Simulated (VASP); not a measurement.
# Ga32HO48 (a cell with a defect) (H interstitial hop between voids) in VASP: a series of runs, part 2 of 3

VASP 6.6.1. The steps go on from the part before.

**3. Single point, PBE**

The input, INCAR:

```
SYSTEM = Ga32HO48
  ALGO = Normal
  EDIFF = 1E-6
  ENCUT = 520
  GGA = PE
  ISIF = 2
  ISMEAR = -1
  LASPH = .TRUE.
  LCHARG = .TRUE.
  LELF = .TRUE.
  LREAL = Auto
  LVHAR = .TRUE.
  LWAVE = .FALSE.
  NBANDS = 398
  NELECT = 706.0
  NELM = 100
  PREC = Accurate
  SIGMA = 0.01
```

The input, KPOINTS:

```
k-points
0
G
  1 1 1
  0 0 0
```

The input, POSCAR:

```
Ga32HO48
1.0
    5.0579508900      2.9202093400      9.0826160100
   -5.0579508900      2.9202093400      9.0826160100
    0.0000000000     -5.8404185800      9.0826160400
Ga O H
32 48 1
Direct
    0.4283954552      0.4278031205      0.4273262342
    0.3235860708      0.3221206552      0.3207417048
    0.0799625507      0.0668287735      0.0624950748
    0.1861350399      0.1825849856      0.1709522440
    0.4292276675      0.4280807604      0.9273434779
    0.3224536708      0.3226794539      0.8209397513
    0.0737094380      0.0719065340      0.5759756900
    0.1793397791      0.1787620748      0.6753518305
    0.4286436588      0.9282404432      0.4270616213
    0.3219019379      0.8216620295      0.3219740423
    0.0725718469      0.5720444703      0.0719052213
    0.1787301520      0.6774056146      0.1780828973
    0.4303709118      0.9266353190      0.9275700355
    0.3227212444      0.8215177047      0.8213798721
    0.0748999203      0.5676142732      0.5738809476
    0.1782449658      0.6773929518      0.6780671256
    0.9293777778      0.4287210781      0.4293469602
    0.8137781985      0.3344267669      0.3252554313
    0.5748411035      0.0719843033      0.0714508025
    0.6789115071      0.1779661529      0.1782519749
    0.9277256286      0.4273350445      0.9293229174
    0.8223730857      0.3225350969      0.8211443243
    0.5712749969      0.0719791249      0.5730203492
    0.6767248927      0.1776712136      0.6799070024
    0.9215170956      0.9117777760      0.4352735634
    0.8198795009      0.8209560238      0.3203212577
    0.5718864238      0.5718982863      0.0725041857
    0.6767273547      0.6813454303      0.1763422976
    0.9288898125      0.9270347134      0.9279626212
    0.8229807442      0.8211934591      0.8226738888
    0.5709501087      0.5729987644      0.5724973541
    0.6770867683      0.6767783430      0.6796996634
    0.3794528870      0.2238135743      0.0236401472
    0.2215711007      0.0293622356      0.3735232060
    0.0266269540      0.3741748124      0.2236863752
    0.1260564419      0.2767682651      0.4728408476
    0.4743299676      0.1249612137      0.2762609705
    0.2774065734      0.4726949464      0.1244928688
    0.3759953740      0.2228604352      0.5261222779
    0.2269513187      0.0258924270      0.8702022977
    0.0272903627      0.3727601068      0.7250406901
    0.1235900642      0.2728414145      0.9787587702
    0.4725876414      0.1250338517      0.7774327823
    0.2769687208      0.4719551929      0.6252737809
    0.3750459134      0.7237630200      0.0272020075
    0.2236632269      0.5259601517      0.3749094627
    0.0269080083      0.8769506626      0.2234553080
    0.1248288859      0.7757001718      0.4731115291
    0.4735484280      0.6250708561      0.2767553853
    0.2735591630      0.9756899423      0.1251574515
    0.3744763951      0.7239596223      0.5261599105
    0.2230394466      0.5257410808      0.8754130923
    0.0277868129      0.8742521292      0.7237326376
    0.1256215068      0.7770525056      0.9737995666
    0.4733331355      0.6250214410      0.7766642460
    0.2772931413      0.9729119950      0.6240298818
    0.8781825136      0.2198285531      0.0331808705
    0.7236233491      0.0253621210      0.3761427944
    0.5278454430      0.3747156446      0.2230493072
    0.6247938335      0.2776103518      0.4737071654
    0.9690780510      0.1148186693      0.3140342256
    0.7775577316      0.4722935972      0.1259441449
    0.8739715912      0.2242011464      0.5308619995
    0.7238873549      0.0263811757      0.8750811437
    0.5268090267      0.3759163003      0.7225656643
    0.6269132691      0.2769011716      0.9729796407
    0.9737463422      0.1246497231      0.7783054222
    0.7767741863      0.4740565377      0.6250881701
    0.8753260969      0.7230743220      0.0274591333
    0.7228588252      0.5302197465      0.3741282785
    0.5260080648      0.8768252314      0.2223948294
    0.6246348265      0.7770443727      0.4732115775
    0.9741600863      0.6251770617      0.2765113930
    0.7779973063      0.9734505682      0.1242944203
    0.8763429412      0.7175236847      0.5279996914
    0.7240315708      0.5253260037      0.8762058041
    0.5273962206      0.8740405511      0.7232573646
    0.6256112780      0.7761251949      0.9739455935
    0.9736696000      0.6237976779      0.7774317548
    0.7759576792      0.9704427624      0.6269036767
   -0.0055665744      0.0715484487      0.4114425795
```

Potentials or basis: VASP PAW PBE potentials, release 64 (Ga_d, O, H).

Run with:

```console
$ cat potpaw_PBE.64/Ga_d/POTCAR potpaw_PBE.64/O/POTCAR potpaw_PBE.64/H/POTCAR > POTCAR
$ mpirun -np 1 vasp_gam > vasp.out
```

OUTCAR:

```text
SYSTEM = Ga32HO48
   EDIFF = 1E-6
   ENCUT = 520
   GGA = PE
   ISIF = 2
   ISMEAR = -1
   LASPH = .TRUE.
   LREAL = Auto
   NELECT = 706.0
   NELM = 100
   PREC = Accurate

 ion  position               nearest neighbor table
   1  0.428  0.428  0.427-  60 1.95  49 1.95  44 1.95  59 2.10  46 2.11  39 2.11   2 2.88
   2  0.324  0.322  0.321-  38 1.95  37 1.95  36 1.96  59 2.10  46 2.10  39 2.11   1 2.88
   3  0.080  0.067  0.062-  40 1.89  57 1.93  47 1.94  50 2.08  42 2.10
   4  0.186  0.183  0.171-  33 1.90  35 1.95  34 1.96  42 2.07  50 2.12  61 2.24
   5  0.429  0.428  0.927-  55 1.94  38 1.95  66 1.96  33 2.09  65 2.11  52 2.12   6 2.89
   6  0.322  0.323  0.821-  44 1.94  43 1.95  42 1.99  52 2.10  65 2.11  33 2.11   5 2.89
   7  0.074  0.072  0.576-  53 1.96  63 1.97  34 1.98  56 2.07  67 2.08  36 2.09   8 2.83
   8  0.179  0.179  0.675-  39 1.94  40 1.94  41 1.95  36 2.09  56 2.11  67 2.11   7 2.83
   9  0.429  0.928  0.427-  72 1.95  56 1.95  37 1.95  71 2.10  51 2.11  34 2.13  10 2.89
  10  0.322  0.822  0.322-  49 1.95  48 1.95  50 1.96  51 2.10  71 2.11  34 2.12   9 2.89
  11  0.073  0.572  0.072-  69 1.95  52 1.95  35 1.96  38 2.10  73 2.11  54 2.11  12 2.89
  12  0.179  0.677  0.178-  46 1.95  45 1.95  47 1.97  54 2.10  73 2.10  38 2.11  11 2.89
  13  0.430  0.927  0.928-  78 1.94  43 1.95  50 1.98  45 2.10  77 2.11  40 2.12  14 2.90
  14  0.323  0.822  0.821-  55 1.94  54 1.95  56 1.95  40 2.09  77 2.11  45 2.12  13 2.90
  15  0.075  0.568  0.574-  41 1.94  46 1.95  75 1.96  44 2.08  79 2.11  48 2.12  16 2.88  25 2.90
[... 67 lines left out ...]
  79  0.974  0.624  0.777-  21 1.95  30 1.95  16 2.11  15 2.11
  80  0.776  0.970  0.627-  30 1.95  25 1.96  23 2.11  24 2.13
  81  0.994  0.072  0.411-  61 1.01

  LATTYP: Found a trigonal (rhomboedric) cell.
 ALAT       =    10.7983518826
 COS(alpha) =     0.5612023825

  Lattice vectors:

 A1 = (   5.0579508900,   2.9202093400,   9.0826160100)
 A2 = (  -5.0579508900,   2.9202093400,   9.0826160100)
 A3 = (   0.0000000000,  -5.8404185800,   9.0826160400)

Analysis of symmetry for initial positions (statically):
=====================================================================
 Subroutine PRICEL returns:
 Original cell was already a primitive cell.

 Routine SETGRP: Setting up the symmetry group for a
 trigonal (rhombohedral) supercell.

[... 281 lines left out ...]
   LEPSILON=     F    determine dielectric tensor
   LRPA    =     F    only Hartree local field effects (RPA)
 non-spin polarized calculation
  energy-cutoff  :      520.00
  volume of cell :      804.92
 maximum number of plane-waves:     10826
   NGX = 41   NGY = 41   NGZ = 41

 number of electron     706.0000013 magnetization

 Free energy of the ion-electron system (eV)
  ---------------------------------------------------
  ext. energy  EPLUGINS =         0.00000000
  ---------------------------------------------------
  free energy    TOTEN  =      -470.27614948 eV

  energy without entropy =     -470.27614948  energy(sigma->0) =     -470.27614948

 E-fermi :   6.7747     XC(G=0): -11.9984

 val. band max:        6.4805125530   @ k =   0.0000   0.0000   0.0000
 cond. band min:       9.5195902836   @ k =   0.0000   0.0000   0.0000
 fundamental gap:      3.0390777305
 Fermi energy:         6.7747340219

 k-point     1 :       0.0000    0.0000    0.0000
  band No.  band energies     occupation
      1     -15.3217      2.00000
      2     -14.4683      2.00000
      3     -13.7728      2.00000
      4     -13.7466      2.00000
      5     -13.7118      2.00000
      6     -13.6990      2.00000
[... 357 lines left out ...]
    364      10.2614      0.00000
    365      10.2902      0.00000
 [bands above 365 left out]

------------------------ aborting loop because EDIFF is reached ----------------------------------------

  FORCE on cell =-STRESS in cart. coord.  units (eV):
  Direction    XX          YY          ZZ          XY          YZ          ZX
  --------------------------------------------------------------------------------------
  -------------------------------------------------------------------------------------
  Total       37.3078771     38.0897278     34.5651419      1.2020652      0.9041892     -1.5714614
  in kB       74.2609202     75.8171853     68.8015358      2.3926976      1.7997787     -3.1279766
  external PRESSURE =      72.9598805 kB  Pullay stress =       0.0000000 kB

 VOLUME and BASIS-vectors are now :
 -----------------------------------------------------------------------------
  energy-cutoff  :      520.00
  volume of cell :      804.92
      direct lattice vectors                 reciprocal lattice vectors
     5.057950890  2.920209340  9.082616010     0.098854262  0.057073535  0.036700146
    -5.057950890  2.920209340  9.082616010    -0.098854262  0.057073535  0.036700146
     0.000000000 -5.840418580  9.082616040     0.000000000 -0.114147069  0.036700146

 POSITION                                       TOTAL-FORCE (eV/Angst)
 -----------------------------------------------------------------------------------
      0.00300      0.00451     11.65776         0.000387     -0.001484      0.009334
      0.00741      0.01233      8.77788         0.012615      0.009059      0.000946
      0.06643      0.06366      1.90087         0.087235      0.044423     -0.058490
      0.01796      0.07831      4.90164         0.033008      0.065339      0.085721
      0.00580     -2.91255     16.20931         0.010176      0.005875      0.027841
     -0.00114     -2.91071     13.31578        -0.002043      0.006409     -0.006960
[... 73 lines left out ...]
     -0.98370      1.43847     21.55581         0.067467      0.073517      0.021170
      4.66791      0.70989     13.41888        -0.480014      0.894974     -0.217695
 -----------------------------------------------------------------------------------
    total drift:                                0.000150      0.002422     -0.005415

  FREE ENERGIE OF THE ION-ELECTRON SYSTEM (eV)
  ---------------------------------------------------
  free  energy   TOTEN  =      -470.2761494765 eV

  energy  without entropy=     -470.2761494765  energy(sigma->0) =     -470.27614948
```

Wall time 18 min (1 thread of Intel Xeon Platinum 8488C (Sapphire Rapids), shared host); peak memory 1 GiB.

What came out:

| Quantity | Value |
| --- | --- |
| Free energy | -470.2761 eV |
| Largest force | 1.039 eV/Å |

Forces in eV/Å, atoms in the order of the input:
```
Ga   0.000 -0.001  0.009
Ga   0.013  0.009  0.001
Ga   0.087  0.044 -0.058
Ga   0.033  0.065  0.086
Ga   0.010  0.006  0.028
Ga  -0.002  0.006 -0.007
Ga   0.012 -0.031  0.171
Ga   0.009  0.021  0.060
Ga   0.000 -0.006 -0.010
Ga  -0.016 -0.031 -0.042
Ga   0.005  0.004 -0.016
Ga   0.010 -0.005  0.002
Ga   0.029  0.004  0.021
Ga   0.010 -0.002 -0.010
Ga   0.033 -0.028  0.002
Ga  -0.022 -0.002  0.018
Ga   0.017 -0.007  0.032
Ga  -0.098 -0.015  0.044
Ga   0.016  0.006  0.003
Ga   0.008 -0.004  0.012
Ga   0.007 -0.026  0.022
Ga   0.003  0.002  0.002
Ga  -0.002 -0.004  0.003
Ga   0.017 -0.006  0.026
Ga   0.064 -0.142 -0.304
Ga  -0.006 -0.006 -0.128
Ga   0.001 -0.010 -0.022
Ga  -0.027  0.011  0.008
Ga   0.007  0.006 -0.011
Ga   0.005  0.017 -0.022
Ga  -0.008 -0.011 -0.018
Ga   0.004 -0.030 -0.008
O    0.024  0.032  0.020
O   -0.088 -0.103 -0.052
O    0.002 -0.022 -0.014
O   -0.002  0.002  0.036
O   -0.003 -0.016 -0.028
O   -0.001 -0.005 -0.004
O    0.001  0.013  0.019
O    0.042  0.046 -0.006
O    0.010 -0.038  0.021
O    0.021 -0.095  0.008
O    0.018  0.007  0.010
O   -0.015 -0.005  0.001
O   -0.009 -0.003  0.003
O   -0.011 -0.005  0.021
O   -0.017  0.004 -0.009
O   -0.113 -0.009  0.026
O   -0.008 -0.001  0.002
O   -0.037 -0.015  0.003
O   -0.012  0.002 -0.011
O    0.004 -0.005 -0.012
O   -0.050  0.092 -0.034
O   -0.005  0.010 -0.014
O    0.004  0.002  0.003
O    0.012  0.010  0.023
O    0.045 -0.076  0.095
O    0.005 -0.024 -0.039
O    0.007 -0.010 -0.002
O    0.003 -0.014  0.014
O    0.087 -0.401  0.277
O    0.014 -0.021  0.003
O    0.105 -0.039  0.003
O    0.012 -0.004 -0.005
O    0.007 -0.001  0.000
O    0.016 -0.006  0.023
O    0.011 -0.029  0.054
O    0.013 -0.007 -0.023
O   -0.001  0.015 -0.002
O   -0.009  0.005  0.027
O   -0.041 -0.018 -0.009
O    0.002 -0.022 -0.024
O    0.016  0.011 -0.019
O   -0.005  0.008 -0.013
O    0.067 -0.043 -0.090
O    0.022 -0.017 -0.005
O    0.022  0.007  0.021
O    0.018 -0.005  0.001
O    0.010 -0.010  0.003
O    0.067  0.074  0.021
H   -0.480  0.895 -0.218
```

Levels at points of the mesh, in eV from the Fermi level:
| k point | band 349 | band 350 | band 351 | band 352 | band 353 | band 354 | band 355 | band 356 | band 357 | band 358 |
| --- | --- | --- | --- | --- | --- | --- | --- | --- | --- | --- |
| (0.00, 0.00, 0.00) | -2.77 | -2.76 | -2.76 | -2.75 | -0.29 | 2.74 | 2.81 | 3.09 | 3.29 | 3.33 |

Caveat: the k points lie up to 0.75 Å⁻¹ apart; the cell carries a net charge on a neutralising background, which shifts energy and pressure; the cell is charged against a uniform background, so pressure and absolute levels hang on convention.

**4. Single point, PBE**

The input, INCAR:

```
PREC = Accurate ; ENCUT = 520
EDIFF = 1E-6 ; ISMEAR = -1
SIGMA = 0.01 ; LREAL = Auto
LASPH = T ; NELM = 60
ALGO = Normal ; ISIF = 2
LWAVE = F ; LCHARG = T
GGA = PE ; LELF = T
LVHAR = T ; NELECT = 704.0
NBANDS = 398
```

The input, KPOINTS:

```
regular mesh
0
Gamma
  1 1 1
```

The input, POSCAR:

```
Ga32HO48
1.0
    5.0579508900      2.9202093400      9.0826160100
   -5.0579508900      2.9202093400      9.0826160100
    0.0000000000     -5.8404185800      9.0826160400
Ga O H
32 48 1
Direct
    0.4311133685      0.4235828486      0.4271496712
    0.3213329886      0.3224897812      0.3231659238
    0.0658988500      0.0683650661      0.0697596819
    0.1767692993      0.1804000186      0.1527337751
    0.4266934400      0.4278864132      0.9277242709
    0.3267348215      0.3249366624      0.8134085064
    0.0599321662      0.0668058984      0.6007450719
    0.1802606154      0.1803709368      0.6790254111
    0.4305871590      0.9259733450      0.4315123342
    0.3276820495      0.8117597033      0.3175983748
    0.0727477720      0.5673832587      0.0745096621
    0.1789590236      0.6750401550      0.1773988222
    0.4291802640      0.9269217516      0.9263724334
    0.3217051521      0.8202811673      0.8237976525
    0.0729338959      0.5721716416      0.5704923663
    0.1770305593      0.6785648872      0.6777496784
    0.9249150094      0.4271422839      0.4329981322
    0.8239703483      0.3217106279      0.3195682401
    0.5684361320      0.0725655602      0.0727684365
    0.6757463362      0.1756979856      0.1805770677
    0.9273979615      0.4301685390      0.9247426876
    0.8186368196      0.3214158986      0.8257385203
    0.5747915085      0.0698049921      0.5727599274
    0.6795656730      0.1772766917      0.6773096863
    0.9285573959      0.9288950820      0.4265848484
    0.8235834681      0.8185300382      0.3248187047
    0.5730523234      0.5702873697      0.0717486675
    0.6782752624      0.6771637451      0.1785003310
    0.9233502272      0.9212497719      0.9396674349
    0.8210906524      0.8220012979      0.8227245006
    0.5707240885      0.5730869031      0.5718289700
    0.6783260365      0.6767894459      0.6786960274
    0.3743581207      0.2223420144      0.0239786422
    0.2029045553      0.0512662700      0.3779532216
    0.0308982825      0.3675650547      0.2218341616
    0.1234097031      0.2770070821      0.4761583092
    0.4690164109      0.1240199809      0.2796315689
    0.2763105393      0.4707236567      0.1260120703
    0.3767914363      0.2221499585      0.5272458152
    0.2240739347      0.0249478415      0.8753264251
    0.0263101395      0.3756943147      0.7226326511
    0.1281891316      0.2770403199      0.9616137529
    0.4747442735      0.1241819532      0.7750971783
    0.2784967584      0.4762980067      0.6200224647
    0.3756425794      0.7218893180      0.0273624049
    0.2240217190      0.5266715536      0.3743414066
    0.0267627775      0.8720372954      0.2233638479
    0.1268169827      0.7815380490      0.4696438809
    0.4777495821      0.6197335625      0.2756894060
    0.2769671376      0.9706605080      0.1259248620
    0.3710554733      0.7309478565      0.5224828280
    0.2230738871      0.5260892847      0.8743074184
    0.0250231141      0.8702104425      0.7302109147
    0.1248147571      0.7743400435      0.9758816374
    0.4715928515      0.6248559055      0.7764434756
    0.2746534765      0.9731851698      0.6267936141
    0.8717553357      0.2232144401      0.0268722120
    0.7232237190      0.0252606354      0.3759610672
    0.5267276283      0.3733542530      0.2236172800
    0.6282249584      0.2754917985      0.4721851827
    0.9727496982      0.1259085380      0.2702833746
    0.7788794225      0.4728359212      0.1226983696
    0.8766605594      0.2213594163      0.5311465516
    0.7226693563      0.0255093647      0.8768745629
    0.5266757872      0.3758908119      0.7210762987
    0.6219788119      0.2753328997      0.9755008076
    0.9710687137      0.1203457444      0.7879451843
    0.7750301684      0.4720295989      0.6285327892
    0.8744140504      0.7208311041      0.0303741585
    0.7238017858      0.5254849136      0.3755653226
    0.5187185639      0.8764729271      0.2272959044
    0.6257315381      0.7741155411      0.4748955023
    0.9729957117      0.6211708247      0.2788021075
    0.7721654432      0.9704929916      0.1311956373
    0.8758210443      0.7227479882      0.5268143331
    0.7229789742      0.5263260170      0.8752598866
    0.5271414243      0.8738729443      0.7233110413
    0.6247266742      0.7767821245      0.9743094619
    0.9739817080      0.6262699492      0.7744117607
    0.7790484734      0.9727852299      0.6241578566
    0.1550038556      0.1671747923      0.3587535838
```

Run with:

```console
$ cat potpaw_PBE.64/Ga_d/POTCAR potpaw_PBE.64/O/POTCAR potpaw_PBE.64/H/POTCAR > POTCAR
$ mpirun -np 1 vasp_gam > vasp.out
```

Run time: 16 min. Hardware: 1 thread of Intel Xeon Platinum 8488C (Sapphire Rapids), shared host; peak memory 0.99 GiB.

The run converged. Its results:

- Free energy: -482.9562 eV
- Largest force: 0.886 eV/Å

Forces on the atoms (eV/Å):
```
Ga  -0.006 -0.001  0.017
Ga   0.002  0.013  0.022
Ga   0.005  0.008 -0.031
Ga  -0.033 -0.055 -0.054
Ga   0.001 -0.004  0.000
Ga  -0.012 -0.028 -0.014
Ga  -0.040 -0.021 -0.131
Ga   0.015 -0.020 -0.038
Ga  -0.048 -0.027 -0.033
Ga   0.025  0.011 -0.011
Ga  -0.003  0.009 -0.016
Ga  -0.009 -0.005  0.007
Ga   0.002  0.001  0.005
Ga  -0.004 -0.004 -0.026
Ga   0.002 -0.019 -0.020
Ga   0.001 -0.001 -0.003
Ga  -0.027  0.006  0.003
Ga   0.011 -0.039  0.007
Ga  -0.005 -0.014 -0.019
Ga  -0.003  0.004 -0.005
Ga   0.005 -0.018 -0.001
Ga   0.002  0.007 -0.022
Ga  -0.007  0.008 -0.019
Ga  -0.016 -0.033  0.005
Ga   0.006 -0.006  0.002
Ga  -0.014 -0.011 -0.023
Ga   0.006 -0.001 -0.012
Ga   0.017  0.005  0.008
Ga  -0.005  0.005  0.000
Ga   0.006 -0.004 -0.020
Ga  -0.011 -0.008 -0.008
Ga  -0.007 -0.004  0.005
O   -0.011 -0.049 -0.014
O    0.110 -0.062  0.052
O    0.019 -0.023  0.024
O   -0.007  0.031 -0.061
O   -0.001  0.010 -0.011
O    0.001  0.004 -0.004
O   -0.003 -0.004 -0.020
O    0.002 -0.001 -0.001
O    0.012 -0.003 -0.032
O   -0.007 -0.006 -0.028
O   -0.008 -0.013  0.008
O    0.000 -0.008 -0.009
O   -0.001 -0.001 -0.003
O   -0.002 -0.003  0.011
O    0.000 -0.007 -0.001
O   -0.006  0.010  0.021
O    0.028 -0.009 -0.016
O    0.003 -0.024 -0.011
O   -0.001 -0.015 -0.013
O   -0.005 -0.009 -0.004
O    0.002 -0.014 -0.020
O   -0.010  0.002 -0.009
O   -0.006  0.001 -0.001
O   -0.022 -0.011 -0.008
O   -0.001  0.008 -0.006
O    0.006  0.003 -0.007
O    0.001 -0.001 -0.005
O   -0.002 -0.010 -0.011
O    0.001 -0.004 -0.003
O    0.014 -0.016  0.014
O   -0.055 -0.018 -0.030
O   -0.003 -0.006 -0.008
O   -0.011 -0.012  0.000
O   -0.004  0.000 -0.013
O   -0.008  0.012 -0.019
O   -0.005  0.005 -0.007
O    0.009 -0.005 -0.007
O    0.002 -0.002  0.000
O    0.012  0.016 -0.015
O   -0.014  0.001 -0.005
O   -0.001 -0.002 -0.003
O   -0.003 -0.002 -0.006
O    0.003 -0.001  0.001
O    0.005  0.001 -0.002
O   -0.004 -0.003 -0.002
O    0.001 -0.004 -0.012
O    0.007 -0.001 -0.013
O    0.002 -0.005  0.002
H    0.103  0.495  0.728
```

Levels at points of the mesh, in eV from the Fermi level:
```csv
k point,band 348,band 349,band 350,band 351,band 352,band 353,band 354,band 355,band 356,band 357
"(0.00, 0.00, 0.00)",-0.33,-0.33,-0.32,-0.31,-0.30,2.18,5.23,5.25,5.57,5.73
```

Caveat: the k points lie up to 0.75 Å⁻¹ apart; the cell carries a net charge on a neutralising background, which shifts energy and pressure; the cell is charged against a uniform background, so pressure and absolute levels hang on convention.

(Continued in part 3 of 3.)
